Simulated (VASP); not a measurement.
# Ti (Cmce) in VASP: relaxation of cell and atoms with PBEsol

Aim: the relaxation of cell and atoms of Ti with PBEsol.

Program: VASP 6.6.1. These are calculated values, not measurements. Logs are shortened: lines on timing, memory, paths and dates and some standing lists are left out, and cuts for length are marked.

## 1. The cell of the first run

It takes space group Cmce (No. 64, orthorhombic). Conventional cell: a = 4.389 Å, b = 7.438 Å, c = 4.395 Å, α = 90.00°, β = 90.00°, γ = 90.00°. Ti (site symmetry m) has 7 Ti at 2.37 to 2.72 Å within 3.1 Å.

## 2. Relaxation of cell and atoms, PBEsol

INCAR

```
SYSTEM = Ti
PREC = Accurate ; ENCUT = 600
EDIFF = 1E-6 ; ISMEAR = 0
SIGMA = 0.1 ; LREAL = .False.
LASPH = .True. ; NELM = 100
ALGO = Normal ; ISIF = 3
LWAVE = .False. ; LCHARG = .False.
GGA = PS ; IBRION = 2
NSW = 90 ; EDIFFG = -0.04
```

KPOINTS

```
Automatic mesh
0
Gamma
  4 4 4
  0 0 0
```

POSCAR

```
Ti
1.0
    2.1943530355     -3.7190214569      0.0000000000
    2.1943530355      3.7190214569      0.0000000000
    0.0000000000      0.0000000000      4.3945437982
Ti
4
Direct
    0.1525000000      0.8475000000      0.0785000000
    0.6525000000      0.3475000000      0.4215000000
    0.8475000000      0.1525000000      0.9215000000
    0.3475000000      0.6525000000      0.5785000000
```

Potentials or basis: VASP PAW PBE potentials, release 64 (Ti_sv).

Started as:

```bash
> cat potpaw_PBE.64/Ti_sv/POTCAR > POTCAR
> mpirun -np 1 vasp_std > vasp.out
```

OUTCAR:

```text
SYSTEM = Ti
   PREC = Accurate
   ENCUT = 600
   EDIFF = 1E-6
   ISMEAR = 0
   LREAL = .False.
   LASPH = .True.
   NELM = 100
   ISIF = 3
   GGA = PS
   IBRION = 2
   NSW = 90
   EDIFFG = -0.04

 ion  position               nearest neighbor table
   1  0.153  0.847  0.078-   3 2.37   4 2.63   4 2.63   2 2.66   2 2.66   3 2.72   3 2.72
   2  0.653  0.347  0.422-   4 2.37   3 2.63   3 2.63   1 2.66   1 2.66   4 2.72   4 2.72
   3  0.847  0.153  0.922-   1 2.37   2 2.63   2 2.63   4 2.66   4 2.66   1 2.72   1 2.72
   4  0.347  0.653  0.578-   2 2.37   1 2.63   1 2.63   3 2.66   3 2.66   2 2.72   2 2.72

  LATTYP: Found a base centered orthorhombic cell.
 ALAT       =     4.3887060710
 B/A-ratio  =     1.6948145520
 C/A-ratio  =     1.0013301705

  Lattice vectors:

 A1 = (   2.1943530355,  -3.7190214569,   0.0000000000)
 A2 = (   2.1943530355,   3.7190214569,   0.0000000000)
 A3 = (   0.0000000000,   0.0000000000,   4.3945437982)

Analysis of symmetry for initial positions (statically):
=====================================================================
 Subroutine PRICEL returns:
 Original cell was already a primitive cell.

 Routine SETGRP: Setting up the symmetry group for a
 base centered orthorhombic supercell.

 Subroutine GETGRP returns: Found  8 space group operations
 (whereof  4 operations were pure point group operations)
 out of a pool of  8 trial point group operations.

The static configuration has the point symmetry C_2h.
 The point group associated with its full space group is D_2h.

Analysis of symmetry for dynamics (positions and initial velocities):
=====================================================================
 Subroutine PRICEL returns:
 Original cell was already a primitive cell.

 Routine SETGRP: Setting up the symmetry group for a
 base centered orthorhombic supercell.

 Subroutine GETGRP returns: Found  8 space group operations
 (whereof  4 operations were pure point group operations)
 out of a pool of  8 trial point group operations.

The dynamic configuration has the point symmetry C_2h.
 The point group associated with its full space group is D_2h.

 Subroutine INISYM returns: Found  8 space group operations
 (whereof  4 operations are pure point group operations),
 and found     1 'primitive' translations

----------------------------------------------------------------------------------------

                                     Primitive cell

  volume of cell :      71.7264

  direct lattice vectors                    reciprocal lattice vectors
     2.194353035 -3.719021457  0.000000000     0.227857593 -0.134443968  0.000000000
     2.194353035  3.719021457  0.000000000     0.227857593  0.134443968  0.000000000
     0.000000000  0.000000000  4.394543798     0.000000000  0.000000000  0.227554906

  length of vectors
     4.318136848  4.318136848  4.394543798     0.264564289  0.264564289  0.227554906

  position of ions in fractional coordinates (direct lattice)
     0.152500000  0.847500000  0.078500000
     0.652500000  0.347500000  0.421500000
     0.847500000  0.152500000  0.921500000
     0.347500000  0.652500000  0.578500000

  ion indices of the primitive-cell ions
   primitive index   ion index
                 1           1
                 2           2
                 3           3
                 4           4

----------------------------------------------------------------------------------------

 KPOINTS: Automatic mesh

Automatic generation of k-mesh.
 Grid dimensions read from file:
 generate k-points for:    4    4    4

 Generating k-lattice:

  Cartesian coordinates                     Fractional coordinates (reciprocal lattice)
     0.056964398 -0.033610992  0.000000000     0.250000000  0.000000000  0.000000000
     0.056964398  0.033610992  0.000000000     0.000000000  0.250000000  0.000000000
     0.000000000  0.000000000  0.056888726     0.000000000  0.000000000  0.250000000

  Length of vectors
     0.066141072  0.066141072  0.056888726

  Shift w.r.t. Gamma in fractional coordinates (k-lattice)
     0.000000000  0.000000000  0.000000000

 Subroutine IBZKPT returns following result:
 ===========================================

 Found     21 irreducible k-points:

 Following reciprocal coordinates:
            Coordinates               Weight
  0.000000  0.000000  0.000000      1.000000
  0.250000  0.000000  0.000000      4.000000
  0.500000  0.000000  0.000000      2.000000
  0.250000  0.250000  0.000000      2.000000
  0.500000  0.250000  0.000000      4.000000
 -0.250000  0.250000  0.000000      2.000000
[... 13 lines left out ...]
 -0.250000  0.250000  0.500000      2.000000
  0.500000  0.500000  0.500000      1.000000
   k-points           NKPTS =     21   k-points in BZ     NKDIM =     21   number of bands    NBANDS=     28
   number of dos      NEDOS =    301   number of ions     NIONS =      4
   total plane-waves  NPLWV =  46656
   dimension x,y,z NGX =    36 NGY =   36 NGZ =   36
   dimension x,y,z NGXF=    72 NGYF=   72 NGZF=   72
   ions per type =               4
   NGX,Y,Z   is equivalent  to a cutoff of  13.86, 13.86, 13.62 a.u.
   NGXF,Y,Z  is equivalent  to a cutoff of  27.72, 27.72, 27.24 a.u.
 SYSTEM =  Ti
   PREC   = accura    normal or accurate (medium, high low for compatibility)
   ISTART =      0    job   : 0-new  1-cont  2-samecut
   ICHARG =      2    charge: 1-file 2-atom 10-const
   ISPIN  =      1    spin polarized calculation?
   LNONCOLLINEAR =      F non collinear calculations
   LSORBIT =      F    spin-orbit coupling
   LASPH  =      T    aspherical Exc in radial PAW
   ENCUT  =  600.0 eV  44.10 Ry    6.64 a.u.   8.62  8.62  8.78*2*pi/ulx,y,z
   NELM   =    100;   NELMIN=  2; NELMDL= -5     # of ELM steps
   EDIFF  = 0.1E-05   stopping-criterion for ELM
   LREAL  =      F    real-space projection
   EDIFFG = -.4E-01   stopping-criterion for IOM
   NSW    =     90    number of steps for IOM
   IBRION =      2    ionic relax: 0-MD 1-quasi-New 2-CG
   NFREE  =      1    steps in history (QN), initial steepest desc. (CG)
   ISIF   =      3    stress and relaxation
   ISYM   =      2    0-nonsym 1-usesym 2-fastsym
   POTIM  = 0.5000    time-step for ionic-motion
   TEBEG  =    0.0;   TEEND  =   0.0 temperature during run
   PSTRESS=    0.0 pullay stress
   NELECT =      48.0000    total number of electrons
   NUPDOWN=      -1.0000    fix difference up-down
   EMIN   =  10.00;   EMAX   =-10.00  energy-range for DOS
   EFERMI =   0.00;   METHOD = LEGACY
   ISMEAR =     0;   SIGMA  =   0.10  broadening in eV -4-tet -1-fermi 0-gaus
   EFERMI_NEDOS =   21; number of points for ismear=-14 and -15
   IALGO  =     38    algorithm
   IMIX   =      4    mixing-type and parameters
     AMIX     =   0.40;   BMIX     =  1.00
     AMIX_MAG =   1.60;   BMIX_MAG =  1.00
  volume/ion in A,a.u.               =      17.93       121.01
  Fermi-wavevector in a.u.,A,eV,Ry     =   1.431954  2.706000 27.898622  2.050491
  Thomas-Fermi vector in A             =   2.551634
   LORBIT       =      0    0 simple, 1 ext, 2 COOP (PROOUT), +10 PAW based schemes
   GGA     = PS    functional components
   LHFCALC =     F    Hartree Fock is set to
   AEXX    =    0.0000 exact exchange contribution
   IVDW    =     0    specifies the selected vdW correction
   LEPSILON=     F    determine dielectric tensor
   LRPA    =     F    only Hartree local field effects (RPA)
 conjugate gradient relaxation of ions
 non-spin polarized calculation
 Gauss-broadening in eV      SIGMA  =   0.10
  energy-cutoff  :      600.00
  volume of cell :       71.73
 maximum number of plane-waves:      2411
 NGX is ok and might be reduce to    36
   NGX = 17   NGY = 17   NGZ = 17

--------------------------------------- Ionic step        1  -------------------------------------------

 number of electron      47.9999993 magnetization

 Free energy of the ion-electron system (eV)
  ---------------------------------------------------
  ext. energy  EPLUGINS =         0.00000000
  ---------------------------------------------------
  free energy    TOTEN  =       -28.93109479 eV

  energy without entropy =      -28.88041053  energy(sigma->0) =      -28.90575266

------------------------ aborting loop because EDIFF is reached ----------------------------------------

  FORCE on cell =-STRESS in cart. coord.  units (eV):
  Direction    XX          YY          ZZ          XY          YZ          ZX
  --------------------------------------------------------------------------------------
  -------------------------------------------------------------------------------------
  Total        0.9899347      6.9641576     -0.8689709      0.0000000     -0.0000000      0.0000000
  in kB       22.1125160    155.5608110    -19.4105052      0.0000000     -0.0000000      0.0000000
  external PRESSURE =      52.7542739 kB  Pullay stress =       0.0000000 kB
[... 95 lines left out ...]
  FREE ENERGIE OF THE ION-ELECTRON SYSTEM (eV)
  ---------------------------------------------------
  free  energy   TOTEN  =       -29.7523031264 eV

  energy  without entropy=      -29.7287164602  energy(sigma->0) =      -29.74050979

[... ionic steps 4 to 15 ...]

--------------------------------------- Ionic step       16  -------------------------------------------

 number of electron      48.0000011 magnetization

------------------------ aborting loop because EDIFF is reached ----------------------------------------

  FORCE on cell =-STRESS in cart. coord.  units (eV):
  Direction    XX          YY          ZZ          XY          YZ          ZX
  --------------------------------------------------------------------------------------
  -------------------------------------------------------------------------------------
  Total        0.1495416      0.6255876      0.1335942      0.0000000     -0.0000000      0.0000000
  in kB        3.4161477     14.2910078      3.0518437      0.0000000     -0.0000000      0.0000000
  external PRESSURE =       6.9196664 kB  Pullay stress =       0.0000000 kB
[... 61 lines left out ...]
  energy  without entropy=      -32.4298613706  energy(sigma->0) =      -32.43902494

--------------------------------------- Ionic step       18  -------------------------------------------

 number of electron      48.0000009 magnetization

 Free energy of the ion-electron system (eV)
  ---------------------------------------------------
  ext. energy  EPLUGINS =         0.00000000
  ---------------------------------------------------
  free energy    TOTEN  =       -32.45056280 eV

  energy without entropy =      -32.43232767  energy(sigma->0) =      -32.44144523

 E-fermi :   7.7653     XC(G=0): -11.4495

 val. band max:        7.7153888432   @ k =   0.5000   0.0000   0.5000
 cond. band min:       7.7735844838   @ k =   0.5000   0.5000   0.2500
 fundamental gap:      0.0581956406
 Fermi energy:         7.7652725301

 k-point     1 :       0.0000    0.0000    0.0000
  band No.  band energies     occupation
      1     -48.5252      2.00000
      2     -48.3227      2.00000
      3     -48.2698      2.00000
      4     -48.2323      2.00000
      5     -25.2189      2.00000
      6     -25.1761      2.00000
[... 671 lines left out ...]
  FREE ENERGIE OF THE ION-ELECTRON SYSTEM (eV)
  ---------------------------------------------------
  free  energy   TOTEN  =       -32.4505627970 eV

  energy  without entropy=      -32.4323276674  energy(sigma->0) =      -32.44144523

 reached required accuracy - stopping structural energy minimisation
```

Wall time 16 min (1 thread of Intel Xeon 8259CL, shared host); peak memory 0.23 GiB.

Results:

- Free energy: -32.4506 eV
- Relaxed volume: 17.62 Å³/atom
- Relaxed cell: a = 5.220 Å, b = 5.220 Å, c = 3.567 Å, α = 90.00°, β = 90.00°, γ = 133.51°
- Space group after relaxing (to 0.1 Å): Fmmm (No. 69)
- Energy gained by relaxing: 879.9 meV/atom
- Ionic steps: 18
- Pressure after relaxing: 0.1 GPa
- Largest force after relaxing: 0.028 eV/Å
- Band gap on the k mesh: zero (bands 24 and 25 overlap by 0.10 eV)

Forces in eV/Å, atoms in the order of the input:
```
Ti   0.000 -0.020  0.020
Ti   0.000 -0.020 -0.020
Ti   0.000  0.020 -0.020
Ti   0.000  0.020  0.020
```

Stress tensor (GPa, compression positive):
```
0.10 0.00 0.00
0.00 0.25 0.00
0.00 0.00 0.02
```

Step by step:
```
step  energy change (eV)  largest force (eV/Å)  pressure (GPa)  volume (Å³)
   1              0.0000                0.3916            5.28        71.73
   2             -0.5473                0.9584           -1.08        77.85
   3             -0.8212                1.6376          -12.80        95.27
   4             -0.9274                1.5577           -9.37        88.45
   5             -1.1502                1.6690           -9.98        88.93
   6             -1.7242                1.7871          -11.14        89.81
   7             -1.9712                1.3168          -10.04        89.16
   8             -1.9916                1.7171          -11.09        89.87
   9             -2.5088                1.5001           -7.44        84.28
  10             -2.8352                1.3942            1.73        75.83
  11             -3.0703                1.1085            0.88        75.24
  12             -3.3643                0.8471           -0.59        73.63
  13             -3.3677                0.8887           -0.69        73.44
  14             -3.4568                0.5565           -1.24        72.79
  15             -3.5040                0.2036           -1.70        71.82
  16             -3.5170                0.0732            0.69        70.14
  17             -3.5171                0.0801            0.50        70.28
  18             -3.5195                0.0284            0.12        70.49
```

Final structure:
```
CELL_PARAMETERS angstrom
2.06025 -4.79598 0.00000
2.06025 4.79598 0.00000
0.00000 0.00000 3.56715
ATOMIC_POSITIONS crystal
Ti 0.14834 0.85166 0.99959
Ti 0.64834 0.35166 0.50041
Ti 0.85166 0.14834 0.00041
Ti 0.35166 0.64834 0.49959
```

Caveat: the k points lie up to 0.44 Å⁻¹ apart in the final cell; a cell axis changed by over 15 % at a fixed basis, so the end point is rough; the PAW data sets were made with another functional, which shifts forces and pressure a little.
